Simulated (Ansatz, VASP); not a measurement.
Al3B2Sb: VASP beside Ansatz

```xyz
6
Lattice="5.6020 0.0000 0.0000 -2.8010 4.8515 0.0000 0.0000 0.0000 3.2339" Properties=species:S:1:pos:R:3 pbc="T T T"
Al   -1.4005    2.4258    0.0000
Al    2.8010    0.0000    0.0000
Al    1.4005    2.4258    0.0000
B     0.0000    3.2343    1.6170
B     2.8010    1.6172    1.6170
Sb    0.0000    0.0000    1.6170
```

Change from the starting cell: species swapped into the GdB2Ir3 type (P6/mmm, No. 191).

Alike in both runs: functional PBE; k mesh 12 × 12 × 12; occupations gaussian, width 0.1 eV; no spin polarisation.

Ansatz relaxed the structure, and its values are those at the end. VASP's run is a single point on that final structure, the one shown.

```csv
,VASP,Ansatz
version,VASP 6.6.1,Ansatz 0.2.0
potentials or method,"VASP PAW PBE potentials, release 64 (Al, B, Sb), cutoff 520 eV","scalar-relativistic, plane waves, PAW"
valence electrons in the cell,20,30
```

VASP gave:

- gap on the k mesh at the Fermi level (eV): none
- pressure (GPa): -0.1

Question: Which values does Ansatz return?

Answer: gap on the k mesh at the Fermi level (eV): none; pressure (GPa): 0.0.

A gap of «none» marks a metal or a gap that the smearing closes. With one functional, cell and mesh, what is left measures potentials, basis and numerics. VASP's potentials hold 20 valence electrons a cell and Ansatz's 30, so a difference there can come from the potentials and not from the codes.

Neither program's run includes spin-orbit coupling.
